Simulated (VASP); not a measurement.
# TaN (P6_3mc) in VASP: single point with PBEsol

Aim: the single point of TaN with PBEsol.

Everything below comes from runs of VASP 6.6.1. Logs are shortened: lines on timing, memory, paths and dates and some standing lists are left out, and cuts for length are marked.

## 1. The cell of the first run

It takes space group P6_3mc (No. 186, hexagonal). Conventional cell: a = 3.122 Å, b = 3.122 Å, c = 6.052 Å, α = 90.00°, β = 90.00°, γ = 120.00°. Ta (site symmetry 3m) has 4 N at 1.97 to 2.09 Å within 2.6 Å. Within 2.6 Å of N (site symmetry 3m) lie 4 Ta at 1.97 to 2.09 Å.

## 2. Single point, PBEsol

The input, INCAR:

```
SYSTEM = TaN
PREC = Accurate
ENCUT = 600
EDIFF = 1E-6
ISMEAR = 0
SIGMA = 0.15
LREAL = .FALSE.
LASPH = .TRUE.
NELM = 120
ALGO = Normal
ISIF = 2
LWAVE = .FALSE.
LCHARG = .FALSE.
GGA = PS
NBANDS = 46
GGA_COMPAT = .FALSE.
```

The input, KPOINTS:

```
regular mesh
0
G
  14 14 4
  0 0 0
```

The input, POSCAR:

```
TaN
1.0
   -3.1222862254      0.0000000000      0.0000000000
   -1.5611431127     -2.7039791891      0.0000000000
    0.0000000000      0.0000000000     12.1049231048
Ta N
4 4
Direct
    0.3333333333      0.3333333333      0.0150445792
    0.3333333333      0.3333333333      0.5150445792
    0.6666666667      0.6666666667      0.2650445792
    0.6666666667      0.6666666667      0.7650445792
    0.3333333333      0.3333333333      0.1774554208
    0.3333333333      0.3333333333      0.6774554208
    0.6666666667      0.6666666667      0.4274554208
    0.6666666667      0.6666666667      0.9274554208
```

Potentials or basis: VASP PAW PBE potentials, release 64 (Ta_sv_GW, N).

Command:

```console
$ cat potpaw_PBE.64/Ta_sv_GW/POTCAR potpaw_PBE.64/N/POTCAR > POTCAR
$ mpirun -np 1 vasp_std > vasp.out
```

OUTCAR:

```text
SYSTEM = TaN
   PREC = Accurate
   ENCUT = 600
   EDIFF = 1E-6
   ISMEAR = 0
   LREAL = .FALSE.
   LASPH = .TRUE.
   NELM = 120
   ISIF = 2
   GGA = PS

 ion  position               nearest neighbor table
   1  0.333  0.333  0.015-   5 1.97   8 2.09   8 2.09   8 2.09
   2  0.333  0.333  0.515-   6 1.97   7 2.09   7 2.09   7 2.09
   3  0.667  0.667  0.265-   7 1.97   5 2.09   5 2.09   5 2.09
   4  0.667  0.667  0.765-   8 1.97   6 2.09   6 2.09   6 2.09
   5  0.333  0.333  0.177-   1 1.97   3 2.09   3 2.09   3 2.09
   6  0.333  0.333  0.677-   2 1.97   4 2.09   4 2.09   4 2.09
   7  0.667  0.667  0.427-   3 1.97   2 2.09   2 2.09   2 2.09
   8  0.667  0.667  0.927-   4 1.97   1 2.09   1 2.09   1 2.09

  LATTYP: Found a hexagonal cell.
 ALAT       =     3.1222862254
 C/A-ratio  =     3.8769421606

  Lattice vectors:

 A1 = (   1.5611431127,   2.7039791891,   0.0000000000)
 A2 = (  -3.1222862254,   0.0000000000,   0.0000000000)
 A3 = (   0.0000000000,   0.0000000000,  12.1049231048)

Analysis of symmetry for initial positions (statically):
=====================================================================
 Subroutine PRICEL returns following result:

  LATTYP: Found a hexagonal cell.
 ALAT       =     3.1222862254
 C/A-ratio  =     1.9384710803

  Lattice vectors:

 A1 = (   1.5611431127,   2.7039791891,   0.0000000000)
 A2 = (  -3.1222862254,   0.0000000000,   0.0000000000)
 A3 = (   0.0000000000,   0.0000000000,   6.0524615524)

   2 primitive cells build up your supercell.

 Routine SETGRP: Setting up the symmetry group for a
 hexagonal supercell.

 Subroutine GETGRP returns: Found 12 space group operations
 (whereof  6 operations were pure point group operations)
 out of a pool of 24 trial point group operations.

The static configuration has the point symmetry C_3v.
 The point group associated with its full space group is C_6v.

Analysis of symmetry for dynamics (positions and initial velocities):
=====================================================================
 Subroutine PRICEL returns following result:

  LATTYP: Found a hexagonal cell.
 ALAT       =     3.1222862254
 C/A-ratio  =     1.9384710803

  Lattice vectors:

 A1 = (   1.5611431127,   2.7039791891,   0.0000000000)
 A2 = (  -3.1222862254,   0.0000000000,   0.0000000000)
 A3 = (   0.0000000000,   0.0000000000,   6.0524615524)

   2 primitive cells build up your supercell.

 Routine SETGRP: Setting up the symmetry group for a
 hexagonal supercell.

 Subroutine GETGRP returns: Found 12 space group operations
 (whereof  6 operations were pure point group operations)
 out of a pool of 24 trial point group operations.

The dynamic configuration has the point symmetry C_3v.
 The point group associated with its full space group is C_6v.

 Subroutine INISYM returns: Found 12 space group operations
 (whereof  6 operations are pure point group operations),
 and found     2 'primitive' translations

----------------------------------------------------------------------------------------

                                     Primitive cell

  volume of cell :      51.0985

  direct lattice vectors                    reciprocal lattice vectors
     1.561143113  2.703979189  0.000000000     0.000000000  0.369825332  0.000000000
    -3.122286225  0.000000000  0.000000000    -0.320278132  0.184912666  0.000000000
     0.000000000  0.000000000  6.052461552     0.000000000  0.000000000  0.165222033

  length of vectors
     3.122286225  3.122286225  6.052461552     0.369825332  0.369825332  0.165222033

  position of ions in fractional coordinates (direct lattice)
     0.666666667  0.333333333  0.030089158
     0.333333333  0.666666667  0.530089158
     0.666666667  0.333333333  0.354910842
     0.333333333  0.666666667  0.854910842

  ion indices of the primitive-cell ions
   primitive index   ion index
                 1           1
                 2           3
                 3           5
                 4           8

----------------------------------------------------------------------------------------

 KPOINTS: regular mesh

Automatic generation of k-mesh.
 Grid dimensions read from file:
 generate k-points for:   14   14    4

 Generating k-lattice:

  Cartesian coordinates                     Fractional coordinates (reciprocal lattice)
    -0.022877009  0.013208048  0.000000000     0.071428571  0.000000000  0.000000000
     0.000000000 -0.026416095  0.000000000     0.000000000  0.071428571  0.000000000
     0.000000000  0.000000000  0.020652754     0.000000000  0.000000000  0.250000000

  Length of vectors
     0.026416095  0.026416095  0.020652754

  Shift w.r.t. Gamma in fractional coordinates (k-lattice)
     0.000000000  0.000000000  0.000000000

 Subroutine IBZKPT returns following result:
 ===========================================

 Found     72 irreducible k-points:

 Following reciprocal coordinates:
            Coordinates               Weight
  0.000000  0.000000  0.000000      1.000000
  0.071429  0.000000  0.000000      6.000000
  0.142857  0.000000  0.000000      6.000000
  0.214286  0.000000  0.000000      6.000000
  0.285714  0.000000  0.000000      6.000000
  0.357143  0.000000  0.000000      6.000000
[... 16 lines left out ...]
 -0.428571  0.285714  0.000000      6.000000
 -0.357143  0.285714  0.000000      6.000000
 [... further k-points ...]
   k-points           NKPTS =     72   k-points in BZ     NKDIM =     72   number of bands    NBANDS=     46
   number of dos      NEDOS =    301   number of ions     NIONS =      8
   total plane-waves  NPLWV =  76832
   dimension x,y,z NGX =    28 NGY =   28 NGZ =   98
   dimension x,y,z NGXF=    56 NGYF=   56 NGZF=  196
   ions per type =               4   4
   NGX,Y,Z   is equivalent  to a cutoff of  14.91, 14.91, 13.46 a.u.
   NGXF,Y,Z  is equivalent  to a cutoff of  29.82, 29.82, 26.92 a.u.
 SYSTEM =  TaN
   PREC   = accura    normal or accurate (medium, high low for compatibility)
   ISTART =      0    job   : 0-new  1-cont  2-samecut
   ICHARG =      2    charge: 1-file 2-atom 10-const
   ISPIN  =      1    spin polarized calculation?
   LNONCOLLINEAR =      F non collinear calculations
   LSORBIT =      F    spin-orbit coupling
   LASPH  =      T    aspherical Exc in radial PAW
   ENCUT  =  600.0 eV  44.10 Ry    6.64 a.u.   6.24  6.24 24.18*2*pi/ulx,y,z
   NELM   =    120;   NELMIN=  2; NELMDL= -5     # of ELM steps
   EDIFF  = 0.1E-05   stopping-criterion for ELM
   LREAL  =      F    real-space projection
   EDIFFG = 0.1E-04   stopping-criterion for IOM
   NSW    =      0    number of steps for IOM
   IBRION =     -1    ionic relax: 0-MD 1-quasi-New 2-CG
   NFREE  =      0    steps in history (QN), initial steepest desc. (CG)
   ISIF   =      2    stress and relaxation
   ISYM   =      2    0-nonsym 1-usesym 2-fastsym
   POTIM  = 0.5000    time-step for ionic-motion
   TEBEG  =    0.0;   TEEND  =   0.0 temperature during run
   PSTRESS=    0.0 pullay stress
   NELECT =      72.0000    total number of electrons
   NUPDOWN=      -1.0000    fix difference up-down
   EMIN   =  10.00;   EMAX   =-10.00  energy-range for DOS
   EFERMI =   0.00;   METHOD = LEGACY
   ISMEAR =     0;   SIGMA  =   0.15  broadening in eV -4-tet -1-fermi 0-gaus
   EFERMI_NEDOS =   21; number of points for ismear=-14 and -15
   IALGO  =     38    algorithm
   IMIX   =      4    mixing-type and parameters
     AMIX     =   0.40;   BMIX     =  1.00
     AMIX_MAG =   1.60;   BMIX_MAG =  1.00
  volume/ion in A,a.u.               =      12.77        86.21
  Fermi-wavevector in a.u.,A,eV,Ry     =   1.456710  2.752782 28.871599  2.122003
  Thomas-Fermi vector in A             =   2.573596
   LORBIT       =      0    0 simple, 1 ext, 2 COOP (PROOUT), +10 PAW based schemes
   GGA     = PS    functional components
   LHFCALC =     F    Hartree Fock is set to
   AEXX    =    0.0000 exact exchange contribution
   IVDW    =     0    specifies the selected vdW correction
   LEPSILON=     F    determine dielectric tensor
   LRPA    =     F    only Hartree local field effects (RPA)
 non-spin polarized calculation
 Gauss-broadening in eV      SIGMA  =   0.15
  energy-cutoff  :      600.00
  volume of cell :      102.20
 maximum number of plane-waves:      3438
 NGX is ok and might be reduce to    28
   NGX = 13   NGY = 13   NGZ = 49

 number of electron      72.0000007 magnetization

 Free energy of the ion-electron system (eV)
  ---------------------------------------------------
  ext. energy  EPLUGINS =         0.00000000
  ---------------------------------------------------
  free energy    TOTEN  =      -101.77251688 eV

  energy without entropy =     -101.75301913  energy(sigma->0) =     -101.76276800

 E-fermi :  10.0845     XC(G=0): -12.7121

 val. band max:       10.0692234399   @ k =  -0.4286   0.2857   0.2500
 cond. band min:      10.1263719770   @ k =   0.1429   0.0714   0.0000
 fundamental gap:      0.0571485372
 Fermi energy:        10.0845054535

 k-point     1 :       0.0000    0.0000    0.0000
  band No.  band energies     occupation
      1     -58.5794      2.00000
      2     -58.5736      2.00000
      3     -58.5736      2.00000
      4     -58.5681      2.00000
      5     -25.4590      2.00000
      6     -25.2782      2.00000
[... 38 lines left out ...]
     45      12.9517      0.00000
     46      12.9517      0.00000

 k-point     2 :       0.0714    0.0000    0.0000
  band No.  band energies     occupation
      1     -58.5775      2.00000
      2     -58.5719      2.00000
      3     -58.5719      2.00000
      4     -58.5664      2.00000
      5     -25.4505      2.00000
      6     -25.2742      2.00000
[... 38 lines left out ...]
     45      13.0120      0.00000
     46      13.0501      0.00000

 k-point     3 :       0.1429    0.0000    0.0000
  band No.  band energies     occupation
      1     -58.5723      2.00000
      2     -58.5671      2.00000
      3     -58.5671      2.00000
      4     -58.5620      2.00000
      5     -25.4261      2.00000
      6     -25.2643      2.00000
[... 38 lines left out ...]
     45      13.2685      0.00000
     46      13.3230      0.00000

 k-point     4 :       0.2143    0.0000    0.0000
  band No.  band energies     occupation
      1     -58.5647      2.00000
      2     -58.5602      2.00000
      3     -58.5602      2.00000
      4     -58.5556      2.00000
      5     -25.3902      2.00000
      6     -25.2553      2.00000
[... 920 lines left out ...]
     45      13.9944      0.00000
     46      14.1768      0.00000

 k-point    23 :      -0.4286    0.2857    0.0000
  band No.  band energies     occupation
      1     -58.5369      2.00000
      2     -58.5359      2.00000
      3     -58.5359      2.00000
      4     -58.5348      2.00000
      5     -25.3312      2.00000
      6     -25.3312      2.00000
[... 38 lines left out ...]
     45      13.9406      0.00000
     46      14.3225      0.00000

 k-point    24 :      -0.3571    0.2857    0.0000
  band No.  band energies     occupation
      1     -58.5353      2.00000
      2     -58.5349      2.00000
      3     -58.5349      2.00000
      4     -58.5343      2.00000
      5     -25.3210      2.00000
      6     -25.3210      2.00000
[... 38 lines left out ...]
     45      13.8930      0.00000
     46      14.5430      0.00000

 [... further k-points ...]

------------------------ aborting loop because EDIFF is reached ----------------------------------------

  FORCE on cell =-STRESS in cart. coord.  units (eV):
  Direction    XX          YY          ZZ          XY          YZ          ZX
  --------------------------------------------------------------------------------------
  -------------------------------------------------------------------------------------
  Total       -0.0303680     -0.0303680      0.1577195      0.0000000     -0.0000000      0.0000000
  in kB       -0.4760900     -0.4760900      2.4726233      0.0000000     -0.0000000      0.0000000
  external PRESSURE =       0.5068145 kB  Pullay stress =       0.0000000 kB

 VOLUME and BASIS-vectors are now :
 -----------------------------------------------------------------------------
  energy-cutoff  :      600.00
  volume of cell :      102.20
      direct lattice vectors                 reciprocal lattice vectors
    -3.122286225  0.000000000  0.000000000    -0.320278132  0.184912666  0.000000000
    -1.561143113 -2.703979189  0.000000000     0.000000000 -0.369825332  0.000000000
     0.000000000  0.000000000 12.104923105     0.000000000  0.000000000  0.082611016

 POSITION                                       TOTAL-FORCE (eV/Angst)
 -----------------------------------------------------------------------------------
     -1.56114     -0.90133      0.18211        -0.000000     -0.000000     -0.005153
     -1.56114     -0.90133      6.23458        -0.000000      0.000000     -0.005153
     -3.12229     -1.80265      3.20834         0.000000      0.000000     -0.005153
     -3.12229     -1.80265      9.26081        -0.000000      0.000000     -0.005153
     -1.56114     -0.90133      2.14808         0.000000     -0.000000      0.005153
     -1.56114     -0.90133      8.20055        -0.000000     -0.000000      0.005153
     -3.12229     -1.80265      5.17431         0.000000     -0.000000      0.005153
     -3.12229     -1.80265     11.22678         0.000000     -0.000000      0.005153
 -----------------------------------------------------------------------------------
    total drift:                                0.000001      0.000001      0.000793

  FREE ENERGIE OF THE ION-ELECTRON SYSTEM (eV)
  ---------------------------------------------------
  free  energy   TOTEN  =      -101.7725168778 eV

  energy  without entropy=     -101.7530191272  energy(sigma->0) =     -101.76276800
```

Run time: 5.8 min. Hardware: 1 thread of AMD EPYC 9R45 (Zen 5), shared host; peak memory 0.44 GiB.

What came out:

```
Free energy            : -101.7725 eV
Pressure               : 0.1 GPa
Largest force          : 0.005 eV/Å
Band gap on the k mesh : zero (bands 36 and 37 overlap by 0.33 eV)
```

Forces in eV/Å, atoms in the order of the input:
```
Ta   0.000  0.000 -0.005
Ta   0.000  0.000 -0.005
Ta   0.000  0.000 -0.005
Ta   0.000  0.000 -0.005
N    0.000  0.000  0.005
N    0.000  0.000  0.005
N    0.000  0.000  0.005
N    0.000  0.000  0.005
```

Stress tensor (GPa, compression positive):
```
-0.05  0.00  0.00
 0.00 -0.05  0.00
 0.00  0.00  0.25
```

Caveat: the PAW data sets were made with another functional, which shifts forces and pressure a little; spin-orbit coupling is left out, which moves the levels of the heavy elements.
